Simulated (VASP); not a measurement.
# HfC (P-3m1) in VASP: further runs

HfC is run at these levels: PBE; tasks: single point.

Program: VASP 6.6.1. These are calculated values, not measurements. Logs are shortened: lines on timing, memory, paths and dates and some standing lists are left out, and cuts for length are marked.

**1. The cell of the first run**

The structure is trigonal, space group P-3m1 (No. 164). Conventional cell: a = 3.481 Å, b = 3.481 Å, c = 5.262 Å, α = 90.00°, β = 90.00°, γ = 120.00°. Within 3.1 Å of Hf (site symmetry 3m) lie 6 C at 2.36 to 2.45 Å. C (site symmetry -3m) has 6 Hf at 2.45 Å and 2 C at 2.63 Å within 3.2 Å. Within 3.1 Å of C (site symmetry -3m) lie 6 Hf at 2.36 Å and 2 C at 2.63 Å.

**2. Single point, PBE**

File INCAR:

```
SYSTEM = HfC
  PREC = Accurate
  ENCUT = 600
  EDIFF = 1E-6
  ISMEAR = 0
  SIGMA = 0.1
  LREAL = .False.
  LASPH = .True.
  NELM = 120
  ALGO = Normal
  ISIF = 2
  LWAVE = .False.
  LCHARG = .False.
  GGA = PE
  NBANDS = 22
  GGA_COMPAT = .False.
```

File KPOINTS:

```
regular mesh
0
Gamma
  12 12 8
  0 0 0
```

File POSCAR:

```
HfC
1.0
    3.4810935644      0.0000000000      0.0000000000
   -1.7405467822      3.0147154597      0.0000000000
    0.0000000000      0.0000000000      5.2617648039
Hf C
2 2
Direct
    0.6666666667      0.3333333333      0.7336906634
    0.3333333333      0.6666666667      0.2663093366
    0.0000000000      0.0000000000      0.0000000000
    0.0000000000      0.0000000000      0.5000000000
```

Potentials or basis: VASP PAW PBE potentials, release 64 (Hf_pv, C).

Run with:

```bash
> cat potpaw_PBE.64/Hf_pv/POTCAR potpaw_PBE.64/C/POTCAR > POTCAR
> mpirun -np 1 vasp_std > vasp.out
```

OUTCAR:

```text
SYSTEM = HfC
   PREC = Accurate
   ENCUT = 600
   EDIFF = 1E-6
   ISMEAR = 0
   LREAL = .False.
   LASPH = .True.
   NELM = 120
   ISIF = 2
   GGA = PE

 ion  position               nearest neighbor table
   1  0.667  0.333  0.734-   4 2.36   4 2.36   4 2.36   3 2.45   3 2.45   3 2.45   2 3.18   2 3.18
                             2 3.18   2 3.45   2 3.45   2 3.45
   2  0.333  0.667  0.266-   4 2.36   4 2.36   4 2.36   3 2.45   3 2.45   3 2.45   1 3.18   1 3.18
                             1 3.18   1 3.45   1 3.45   1 3.45
   3  0.000  0.000  0.000-   1 2.45   2 2.45   2 2.45   1 2.45   1 2.45   2 2.45
   4  0.000  0.000  0.500-   1 2.36   2 2.36   2 2.36   1 2.36   1 2.36   2 2.36

  LATTYP: Found a hexagonal cell.
 ALAT       =     3.4810935644
 C/A-ratio  =     1.5115263944

  Lattice vectors:

 A1 = (   3.4810935644,   0.0000000000,   0.0000000000)
 A2 = (  -1.7405467822,   3.0147154597,   0.0000000000)
 A3 = (   0.0000000000,   0.0000000000,   5.2617648039)

Analysis of symmetry for initial positions (statically):
=====================================================================
 Subroutine PRICEL returns:
 Original cell was already a primitive cell.

 Routine SETGRP: Setting up the symmetry group for a
 hexagonal supercell.

 Subroutine GETGRP returns: Found 12 space group operations
 (whereof 12 operations were pure point group operations)
 out of a pool of 24 trial point group operations.

The static configuration has the point symmetry D_3d.

Analysis of symmetry for dynamics (positions and initial velocities):
=====================================================================
 Subroutine PRICEL returns:
 Original cell was already a primitive cell.

 Routine SETGRP: Setting up the symmetry group for a
 hexagonal supercell.

 Subroutine GETGRP returns: Found 12 space group operations
 (whereof 12 operations were pure point group operations)
 out of a pool of 24 trial point group operations.

The dynamic configuration has the point symmetry D_3d.

 Subroutine INISYM returns: Found 12 space group operations
 (whereof 12 operations are pure point group operations),
 and found     1 'primitive' translations

----------------------------------------------------------------------------------------

                                     Primitive cell

  volume of cell :      55.2196

  direct lattice vectors                    reciprocal lattice vectors
     3.481093564  0.000000000  0.000000000     0.287266051  0.165853132  0.000000000
[... 91 lines left out ...]
   LREAL  =      F    real-space projection
   EDIFFG = 0.1E-04   stopping-criterion for IOM
   NSW    =      0    number of steps for IOM
   IBRION =     -1    ionic relax: 0-MD 1-quasi-New 2-CG
   NFREE  =      0    steps in history (QN), initial steepest desc. (CG)
   ISIF   =      2    stress and relaxation
   ISYM   =      2    0-nonsym 1-usesym 2-fastsym
   POTIM  = 0.5000    time-step for ionic-motion
   TEBEG  =    0.0;   TEEND  =   0.0 temperature during run
   PSTRESS=    0.0 pullay stress
   NELECT =      28.0000    total number of electrons
   NUPDOWN=      -1.0000    fix difference up-down
   EMIN   =  10.00;   EMAX   =-10.00  energy-range for DOS
   EFERMI =   0.00;   METHOD = LEGACY
   ISMEAR =     0;   SIGMA  =   0.10  broadening in eV -4-tet -1-fermi 0-gaus
   EFERMI_NEDOS =   21; number of points for ismear=-14 and -15
   IALGO  =     38    algorithm
   IMIX   =      4    mixing-type and parameters
     AMIX     =   0.40;   BMIX     =  1.00
     AMIX_MAG =   1.60;   BMIX_MAG =  1.00
  volume/ion in A,a.u.               =      13.80        93.16
  Fermi-wavevector in a.u.,A,eV,Ry     =   1.305458  2.466959 23.187341  1.704222
  Thomas-Fermi vector in A             =   2.436326
   LORBIT       =      0    0 simple, 1 ext, 2 COOP (PROOUT), +10 PAW based schemes
   GGA     = PE    functional components
   LHFCALC =     F    Hartree Fock is set to
   AEXX    =    0.0000 exact exchange contribution
   IVDW    =     0    specifies the selected vdW correction
   LEPSILON=     F    determine dielectric tensor
   LRPA    =     F    only Hartree local field effects (RPA)
 non-spin polarized calculation
 Gauss-broadening in eV      SIGMA  =   0.10
  energy-cutoff  :      600.00
  volume of cell :       55.22
 maximum number of plane-waves:      1862
   NGX = 13   NGY = 13   NGZ = 21

 number of electron      28.0000003 magnetization

 Free energy of the ion-electron system (eV)
  ---------------------------------------------------
  ext. energy  EPLUGINS =         0.00000000
  ---------------------------------------------------
  free energy    TOTEN  =       -40.74383870 eV

  energy without entropy =      -40.74017328  energy(sigma->0) =      -40.74200599

 E-fermi :   5.7716     XC(G=0): -11.8318

 val. band max:        5.7197700691   @ k =   0.0833   0.0833   0.0000
 cond. band min:       5.7786509402   @ k =  -0.0833   0.3333   0.2500
 fundamental gap:      0.0588808711
 Fermi energy:         5.7715840032

 k-point     1 :       0.0000    0.0000    0.0000
  band No.  band energies     occupation
      1     -25.1598      2.00000
      2     -24.7522      2.00000
      3     -24.7522      2.00000
      4     -24.6622      2.00000
      5     -24.6622      2.00000
      6     -24.5827      2.00000
[... 589 lines left out ...]
     21      10.7737      0.00000
     22      11.4347      0.00000

 [... further k-points ...]

------------------------ aborting loop because EDIFF is reached ----------------------------------------

  FORCE on cell =-STRESS in cart. coord.  units (eV):
  Direction    XX          YY          ZZ          XY          YZ          ZX
  --------------------------------------------------------------------------------------
  -------------------------------------------------------------------------------------
  Total       -7.2360530     -7.2360530     -4.3371794      0.0000000     -0.0000000      0.0000000
  in kB     -209.9514448   -209.9514448   -125.8416805      0.0000000     -0.0000000      0.0000000
  external PRESSURE =    -181.9148567 kB  Pullay stress =       0.0000000 kB

 VOLUME and BASIS-vectors are now :
 -----------------------------------------------------------------------------
  energy-cutoff  :      600.00
  volume of cell :       55.22
      direct lattice vectors                 reciprocal lattice vectors
     3.481093564  0.000000000  0.000000000     0.287266051  0.165853132  0.000000000
    -1.740546782  3.014715460  0.000000000     0.000000000  0.331706263  0.000000000
     0.000000000  0.000000000  5.261764804     0.000000000  0.000000000  0.190050304

 POSITION                                       TOTAL-FORCE (eV/Angst)
 -----------------------------------------------------------------------------------
      1.74055      1.00491      3.86051         0.000000     -0.000000      2.213536
     -0.00000      2.00981      1.40126        -0.000000      0.000000     -2.213536
      0.00000      0.00000      0.00000        -0.000000      0.000000      0.000000
      0.00000      0.00000      2.63088        -0.000000      0.000000      0.000000
 -----------------------------------------------------------------------------------
    total drift:                               -0.000000      0.000000      0.000000

  FREE ENERGIE OF THE ION-ELECTRON SYSTEM (eV)
  ---------------------------------------------------
  free  energy   TOTEN  =       -40.7438387020 eV

  energy  without entropy=      -40.7401732813  energy(sigma->0) =      -40.74200599
```

OSZICAR:

```text
N       E                     dE             d eps       ncg     rms          rms(c)
DAV:   1     0.935408281005E+02    0.93541E+02   -0.16623E+04  5764   0.138E+03
DAV:   2    -0.404554393330E+02   -0.13400E+03   -0.12762E+03  7310   0.300E+02
DAV:   3    -0.465628474743E+02   -0.61074E+01   -0.60295E+01  7572   0.449E+01
DAV:   4    -0.466373753699E+02   -0.74528E-01   -0.73863E-01  7180   0.534E+00
DAV:   5    -0.466383826276E+02   -0.10073E-02   -0.10066E-02  7786   0.533E-01    0.638E+01
DAV:   6    -0.412421313296E+02    0.53963E+01   -0.53343E+01  6982   0.236E+01    0.501E+01
DAV:   7    -0.408058488239E+02    0.43628E+00   -0.40951E+00  6892   0.893E+00    0.292E+01
DAV:   8    -0.407970655133E+02    0.87833E-02   -0.58941E-01  7244   0.421E+00    0.712E+00
DAV:   9    -0.407447660179E+02    0.52299E-01   -0.27412E-01  7302   0.203E+00    0.163E+00
DAV:  10    -0.407460759009E+02   -0.13099E-02   -0.35077E-02  7138   0.911E-01    0.744E-01
DAV:  11    -0.407439325169E+02    0.21434E-02   -0.68179E-03  7106   0.321E-01    0.158E-01
DAV:  12    -0.407438471940E+02    0.85323E-04   -0.10446E-03  7482   0.136E-01    0.727E-02
DAV:  13    -0.407438381180E+02    0.90759E-05   -0.47269E-05  7600   0.392E-02    0.273E-02
DAV:  14    -0.407438399112E+02   -0.17932E-05   -0.86513E-06  7296   0.142E-02    0.277E-02
DAV:  15    -0.407438388732E+02    0.10380E-05   -0.27563E-06  6130   0.643E-03    0.117E-02
DAV:  16    -0.407438387020E+02    0.17120E-06   -0.27853E-07  4100   0.300E-03
   1 F= -.40743839E+02 E0= -.40742006E+02  d E =-.366542E-02
```

It took 2.1 min on 1 thread of Intel Xeon 6975P-C, shared host; peak memory 0.3 GiB.

Results:

```yaml
Free_energy: -40.7438 eV
Pressure: -18.2 GPa
Largest_force: 2.214 eV/Å
Band_gap_on_the_k_mesh: zero (band 14 reaches 6.75 eV, above the bottom of band 15 at 5.55 eV)
```

Forces in eV/Å, atoms in the order of the input:
```
Hf   0.000  0.000  2.214
Hf   0.000  0.000 -2.214
C    0.000  0.000  0.000
C    0.000  0.000  0.000
```

Levels at points of the mesh, in eV from the Fermi level:
```csv
k point,band 11,band 12,band 13,band 14,band 15,band 16,band 17,band 18
"(0.00, 0.00, 0.00)",-3.24,-1.08,-1.08,0.98,1.03,1.03,1.82,1.82
"(0.50, 0.00, 0.00)",-3.35,-3.04,-1.74,-1.33,1.50,3.58,3.99,4.56
"(0.00, 0.00, 0.50)",-3.09,-2.30,-2.22,-2.22,3.05,3.41,3.41,3.80
"(0.50, 0.00, 0.50)",-2.79,-2.65,-2.61,-1.97,0.65,1.59,3.69,4.13
```

Caveat: spin-orbit coupling is left out, which moves the levels of the heavy elements; forces of over 1 eV/Å act on the atoms, so gaps and moduli don't describe the material at rest.

**3. Single point, PBE (strained and its atoms moved)**

File INCAR:

```
ALGO = Normal ; EDIFF = 1E-6
ENCUT = 520 ; GGA = PE
ISIF = 2 ; ISMEAR = 0
LASPH = True ; LCHARG = False
LREAL = False ; LWAVE = False
NBANDS = 22 ; NELM = 100
PREC = Accurate ; SIGMA = 0.1
```

File KPOINTS:

```
k-points
0
Gamma
  12 12 8
```

POSCAR is that of step 2.

Potentials or basis: VASP PAW PBE potentials, release 64 (Hf_pv, C).

Run with:

```bash
> cat potpaw_PBE.64/Hf_pv/POTCAR potpaw_PBE.64/C/POTCAR > POTCAR
> mpirun -np 1 vasp_std > vasp.out
```

Run time: 2 min. Hardware: 1 thread of Intel Xeon Platinum 8488C (Sapphire Rapids), shared host; peak memory 0.28 GiB.

Results (log left out):

```
Free energy            : -40.7423 eV
Pressure               : -18.1 GPa
Largest force          : 2.213 eV/Å
Band gap on the k mesh : zero (band 14 reaches 6.75 eV, above the bottom of band 15 at 5.55 eV)
```

Forces on the atoms (eV/Å):
```
Hf   0.000  0.000  2.213
Hf   0.000  0.000 -2.213
C    0.000  0.000  0.000
C    0.000  0.000  0.000
```

Stress tensor (GPa, compression positive):
```
-20.93   0.00   0.00
  0.00 -20.93   0.00
  0.00   0.00 -12.53
```

Levels at points of the mesh, in eV from the Fermi level:
```tsv
k point	band 10	band 11	band 12	band 13	band 14	band 15	band 16	band 17	band 18	band 19
(0.00, 0.00, 0.00)	-3.24	-3.24	-1.08	-1.08	0.98	1.03	1.03	1.82	1.82	2.10
(0.50, 0.00, 0.00)	-4.02	-3.35	-3.04	-1.74	-1.33	1.50	3.58	3.99	4.56	4.67
(0.00, 0.00, 0.50)	-3.09	-3.09	-2.30	-2.22	-2.22	3.05	3.41	3.41	3.80	3.82
(0.50, 0.00, 0.50)	-4.13	-2.79	-2.65	-2.61	-1.97	0.65	1.59	3.70	4.13	4.15
```

Caveat: the cell differs from its parent crystal (strained and its atoms moved); spin-orbit coupling is left out, which moves the levels of the heavy elements; forces of over 1 eV/Å act on the atoms, so gaps and moduli don't describe the material at rest.
